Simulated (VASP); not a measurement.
The system is SiC5.

```xyz
6
Lattice="3.3326 0.0000 0.0000 -1.6663 2.8861 0.0000 0.0000 0.0000 8.4129" Properties=species:S:1:pos:R:3 pbc="T T T"
Si    0.0000    0.0000    4.2065
C    -0.8332    1.4431    0.0000
C     1.6663    0.0000    0.0000
C     0.8332    1.4431    0.0000
C     1.6663    0.9620    4.2065
C     0.0000    1.9241    4.2065
```

The cell was built from a structure type or drawn by symmetry, and may not be a known phase.

```yaml
Program: VASP 6.6.1
Task: relaxation of cell and atoms
Functional: PBE
Potentials_or_basis: VASP PAW PBE potentials, release 64 (Si, C)
Cutoff: 600 eV
k_mesh: 12 × 12 × 6
Occupations: gaussian, width 0.1 eV
Spin: no spin polarisation
```

At the start: pressure -2.3 GPa; volume 13.49 Å³/atom.

Problem. Where does the relaxation end?

Solution. Over 15 steps the energy falls by 3.0 meV/atom and the volume is 12.00 Å³/atom (-11.1 %); space group P6/mmm (No. 191, to 0.1 Å) before and after.

Step by step:
| step | energy change (eV) | largest force (eV/Å) | pressure (GPa) | volume (Å³) |
| --- | --- | --- | --- | --- |
| 1 | 0.0000 | 0.0000 | -2.27 | 80.92 |
| 2 | 0.0037 | 0.0000 | 2.57 | 78.70 |
| 3 | -0.0106 | 0.0000 | -0.10 | 79.88 |
| 4 | -0.0106 | 0.0000 | -0.06 | 79.86 |
| 5 | -0.0107 | 0.0000 | -0.07 | 79.78 |
| 6 | -0.0111 | 0.0000 | -0.05 | 79.53 |
| 7 | -0.0120 | 0.0000 | -0.04 | 79.02 |
| 8 | -0.0135 | 0.0000 | -0.01 | 78.01 |
| 9 | -0.0161 | 0.0000 | 0.08 | 75.98 |
| 10 | -0.0178 | 0.0000 | 0.50 | 71.94 |
| 11 | -0.0180 | 0.0000 | 0.32 | 71.87 |
| 12 | -0.0180 | 0.0000 | 0.18 | 71.81 |
| 13 | -0.0180 | 0.0000 | 0.15 | 71.80 |
| 14 | -0.0181 | 0.0000 | 0.14 | 71.84 |
| 15 | -0.0181 | 0.0000 | 0.07 | 71.97 |

Final structure:
```
Si C
1.0
     3.31028    0.00000    0.00000
    -1.65514    2.86679    0.00000
     0.00000    0.00000    7.58410
Si C
1 5
Direct
  0.00000 0.00000 0.50000
  0.00000 0.50000 0.00000
  0.50000 0.00000 0.00000
  0.50000 0.50000 0.00000
  0.66667 0.33333 0.50000
  0.33333 0.66667 0.50000
```
